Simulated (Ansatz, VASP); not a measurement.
# Two plane-wave programs on MoS2

```
Mo S
1.0
     3.22734    0.04075    0.00296
    -1.57838    2.80338    0.00625
     0.00578    0.01745    6.42731
Mo S
1 2
Direct
  0.00641 0.99869 0.49642
  0.33178 0.66895 0.25686
  0.67188 0.33276 0.74591
```

Alike in both runs: task single point; functional PBEsol; k mesh 6 × 6 × 3; no spin polarisation.

|  | VASP | Ansatz |
| --- | --- | --- |
| version | VASP 6.6.1 | Ansatz 0.2.0 |
| potentials or method | VASP PAW PBE potentials, release 64 (Mo_sv, S), cutoff 520 eV | plane waves, PAW |
| occupations | methfessel-paxton of order 1, width 0.1 eV | cold, width 0.1 eV |
| valence electrons in the cell | 26 | 26 |

VASP gave:

```
pressure (GPa)                                                : -6.6
traceless stress, the component that is largest in VASP (GPa) : -2.81
rms of the force components (eV/Å)                            : 0.395
```

Q: What did Ansatz give for the same quantities?

A: Pressure (GPa): -6.6; traceless stress, the component that is largest in VASP (GPa): -2.78; rms of the force components (eV/Å): 0.394.

VASP's potentials were made for PBE, not for PBEsol. Atom by atom the forces differ by 0.004 eV/Å (rms over components). Ansatz's warnings: stress scf threshold loose.

The k mesh is coarse, so the values compare programs but aren't converged.
